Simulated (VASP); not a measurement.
Input of a VASP 6.6.1 run:

INCAR

```
PREC = Accurate
ENCUT = 600
EDIFF = 1E-7
ISMEAR = -1
SIGMA = 0.08
LREAL = F
LASPH = T
NELM = 60
ALGO = Normal
ISIF = 3
LWAVE = F
LCHARG = F
GGA = PE
IBRION = 2
NSW = 32
EDIFFG = -0.005
PSTRESS = 490.0
```

Contents of KPOINTS:

```
regular mesh
0
Gamma
  17 17 17
```

The input POSCAR:

```
W
1.0
    0.0000000000      1.9308254530      1.9308254530
    1.9308254530      0.0000000000      1.9308254530
    1.9308254530      1.9308254530      0.0000000000
W
1
Direct
    0.0000000000      0.0000000000      0.0000000000
```

Potentials or basis: VASP PAW PBE potentials, release 64 (W_sv).

Run with:

```sh
$ cat potpaw_PBE.64/W_sv/POTCAR > POTCAR
$ mpirun -np 1 vasp_std > vasp.out
```

Problem. Predict the relaxed cell.

Solution. a = 2.733 Å, b = 2.733 Å, c = 2.733 Å, α = 60.00°, β = 60.00°, γ = 60.00°.

Problem. Predict the relaxed volume.

Solution. 14.44 Å³/atom.

Step by step:
```csv
step,energy change (eV),largest force (eV/Å),pressure (GPa),volume (Å³)
1,0.0000,0.0000,50.39,14.40
2,-0.0753,0.0000,42.16,14.66
3,-0.0132,0.0000,49.00,14.44
```

Caveat: the cell is relaxed towards a set pressure, so the enthalpy falls and the energy may rise.
